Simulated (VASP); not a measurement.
Write the native input for VASP 6.6.1 that does the following.

- Task: single point
- Functional: r2SCAN
- Dispersion: rVV10
- Potentials or basis: VASP PAW PBE potentials, release 64 (H, C)
- Cutoff: 520 eV
- k mesh: 10 × 10 × 10
- Occupations: fermi-dirac, width 0.03 eV
- Spin: no spin polarisation
- Dipole correction: no
- Further INCAR settings: ALGO = Normal; EDIFF = 1e-07; NBANDS = 12

Crystal: H4C.

```
H C
1.0
     2.75917    0.00000    0.00000
     0.00000    2.75917    0.00000
     0.00000    0.00000    2.75917
H C
4 1
Cartesian
  0.0000 0.0000 0.0000
  1.3796 1.3796 0.0000
  1.3796 0.0000 1.3796
  0.0000 1.3796 1.3796
  1.3796 1.3796 1.3796
```

The input as run:

POSCAR

```
H4C
1.0
    2.7591712865      0.0000000000      0.0000000000
    0.0000000000      2.7591712865      0.0000000000
    0.0000000000      0.0000000000      2.7591712865
H C
4 1
Direct
    0.0000000000      0.0000000000      0.0000000000
    0.5000000000      0.5000000000      0.0000000000
    0.5000000000      0.0000000000      0.5000000000
    0.0000000000      0.5000000000      0.5000000000
    0.5000000000      0.5000000000      0.5000000000
```

INCAR.step1

```
  PREC = Accurate
  ENCUT = 520
  ISMEAR = -1
  SIGMA = 0.03
  LREAL = False
  LASPH = True
  NELM = 80
  NBANDS = 12
  GGA = PE
  ALGO = Normal
  EDIFF = 1E-4
  LWAVE = True
  LCHARG = False
```

INCAR.step2

```
  PREC = Accurate
  ENCUT = 520
  EDIFF = 1E-7
  ISMEAR = -1
  SIGMA = 0.03
  LREAL = False
  LASPH = True
  NELM = 80
  ALGO = Normal
  ISIF = 2
  LWAVE = False
  LCHARG = False
  METAGGA = R2SCAN
  LMIXTAU = True
  LUSE_VDW = True
  IVDW_NL = 2
  BPARAM = 11.95
  CPARAM = 0.0093
  NBANDS = 12
  ISTART = 1
```

KPOINTS

```
regular mesh
0
Gamma
  10 10 10
```

Potentials or basis: VASP PAW PBE potentials, release 64 (H, C).

Command:

```sh
$ cat potpaw_PBE.64/H/POTCAR potpaw_PBE.64/C/POTCAR > POTCAR
$ cp INCAR.step1 INCAR
$ mpirun -np 1 vasp_std > vasp.out
$ cp INCAR.step2 INCAR
$ mpirun -np 1 vasp_std > vasp.out
```

Results of the run:

The pressure is -1.2 GPa and the band gap on the k mesh is zero (band 4 reaches 3.72 eV, above the bottom of band 5 at 1.12 eV).

Caveat: the PAW data sets were made with another functional, which shifts forces and pressure a little.

Run time: 43 s on 1 thread of Intel(R) Xeon(R) Platinum 8488C (Sapphire Rapids), with other jobs on the host, peak memory 0.21 GiB.
